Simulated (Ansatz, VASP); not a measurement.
SnO2 in VASP and in Ansatz

INCAR

```
SYSTEM = SnO2
ALGO = Normal
EDIFF = 1E-6
ENCUT = 600
GGA = CA
GGA_COMPAT = .FALSE.
ISIF = 2
ISMEAR = -1
KPAR = 4
LASPH = .TRUE.
LCHARG = .TRUE.
LREAL = .FALSE.
LVHAR = .TRUE.
LWAVE = .FALSE.
NBANDS = 64
NELM = 120
PREC = Accurate
SIGMA = 0.05
```

Contents of KPOINTS:

```
k-points
0
G
  9 9 9
  0 0 0
```

File POSCAR:

```
SnO2
1.0
   -5.3733100000      5.3733100000      1.6162330000
    5.3733100000     -5.3733100000      1.6162330000
    5.3733100000      5.3733100000     -1.6162330000
Sn O
4 8
Direct
    0.3510765000      0.8310675000      0.1821440000
    0.8310675000      0.6489235000      0.4799910000
    0.1689325000      0.3510765000      0.5200090000
    0.6489235000      0.1689325000      0.8178560000
    0.2056015000      0.1549285000      0.3605300000
    0.8450715000      0.2056015000      0.0506730000
    0.7943985000      0.8450715000      0.6394700000
    0.1549285000      0.7943985000      0.9493270000
    0.1610445000      0.5429605000      0.7040050000
    0.5429605000      0.8389555000      0.3819160000
    0.4570395000      0.1610445000      0.6180840000
    0.8389555000      0.4570395000      0.2959950000
```

Contents of input.yaml:

```yaml
crystal:
  lattice:
    - [-5.37331, 5.37331, 1.616233]
    - [5.37331, -5.37331, 1.616233]
    - [5.37331, 5.37331, -1.616233]
  atoms:
    - { symbol: Sn, position: [0.3510765, 0.8310675, 0.182144] }
    - { symbol: Sn, position: [0.8310675, 0.6489235, 0.479991] }
    - { symbol: Sn, position: [0.1689325, 0.3510765, 0.520009] }
    - { symbol: Sn, position: [0.6489235, 0.1689325, 0.817856] }
    - { symbol: O, position: [0.2056015, 0.1549285, 0.36053] }
    - { symbol: O, position: [0.8450715, 0.2056015, 0.050673] }
    - { symbol: O, position: [0.7943985, 0.8450715, 0.63947] }
    - { symbol: O, position: [0.1549285, 0.7943985, 0.949327] }
    - { symbol: O, position: [0.1610445, 0.5429605, 0.704005] }
    - { symbol: O, position: [0.5429605, 0.8389555, 0.381916] }
    - { symbol: O, position: [0.4570395, 0.1610445, 0.618084] }
    - { symbol: O, position: [0.8389555, 0.4570395, 0.295995] }
hamiltonian:
  xc: lda
  pseudopotentials: { kind: paw }
kpoints:
  mp_grid: { grid: [9, 9, 9] }
  band_path:
    path:
      - [[0.0, 0.0, 0.0], [0.0, 0.0, 0.5], [-0.5, 0.5, 0.5], [0.0, 0.0, 0.0], [0.2726185185, 0.2726185185, -0.2726185185], [0.25, 0.25, 0.25], [0.0, 0.5, 0.0], [-0.2726185185, 0.7273814815, 0.2726185185], [-0.5, 0.5, 0.5]]
      - [[0.0, 0.0, 0.5], [0.25, 0.25, 0.25]]
    npoints: 10
scf:
  occupations: { method: fermi_dirac, width: 0.05 }
  n_extra_bands: 30
output:
  forces: true
  stress: true
  eigenvalues: true
  fatbands: false
  write_density: true
  write_potential: true
  elf: true
  volumetric_format: npy
```

Alike in both runs: functional LDA; k mesh 9 × 9 × 9; occupations fermi-dirac, width 0.05 eV; no spin polarisation.

|  | VASP | Ansatz |
| --- | --- | --- |
| version | VASP 6.6.1 | Ansatz 0.2.0 |
| potentials or method | VASP PAW LDA potentials, release 64 (Sn_d, O) | Ansatz PAW |
| plane-wave cutoff (eV) | 600 | 420 |
| valence electrons in the cell | 104 | 104 |
| task | single point | band structure |

|  | VASP | Ansatz | Ansatz less VASP |
| --- | --- | --- | --- |
| gap on the k mesh at the Fermi level (eV) | 1.65 | 1.64 | -0.005 |
| least direct gap on the mesh (eV) | 1.75 | 1.73 | -0.017 |
| pressure (GPa) | -7.8 | -8.4 | -0.52 |
| traceless stress, the component that is largest in VASP (GPa) | -1.26 | -1.45 | -0.188 |
| rms of the force components (eV/Å) | 0.278 | 0.298 | +0.0194 |

LDA's correlation is that of Perdew and Zunger in VASP and of Perdew and Wang (1992) in Ansatz. Atom by atom the forces differ by 0.021 eV/Å (rms over components).
